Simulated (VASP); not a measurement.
A run of VASP 6.6.1 is set up as follows.

File INCAR:

```
PREC     = Accurate       # precision mode
ENCUT    = 520            # plane-wave cutoff, eV
EDIFF    = 1E-6           # SCF threshold, eV
ISMEAR   = 0              # smearing method
SIGMA    = 0.05           # smearing width, eV
LREAL    = F              # projectors in reciprocal space
LASPH    = T              # aspherical terms in the spheres
NELM     = 80             # most SCF steps
ALGO     = Normal         # electronic algorithm
ISIF     = 2              # what is computed and relaxed
LWAVE    = F              # write WAVECAR
LCHARG   = T              # write CHGCAR
GGA      = PE             # functional
LELF     = T              # ELF
LVHAR    = T            
NBANDS   = 12             # bands
```

The input KPOINTS:

```
regular mesh
0
Gamma
  8 8 8
```

POSCAR

```
Ta
1.0
    0.0000000000      2.1162810329      2.1162810329
    2.1162810329      0.0000000000      2.1162810329
    2.1162810329      2.1162810329      0.0000000000
Ta
1
Direct
    0.0000000000      0.0000000000      0.0000000000
```

Potentials or basis: VASP PAW PBE potentials, release 64 (Ta_pv).

Command:

```sh
$ cat potpaw_PBE.64/Ta_pv/POTCAR > POTCAR
$ mpirun -np 1 vasp_std > vasp.out
```

Problem. What does it give for the pressure?

Solution. 0.1 GPa.
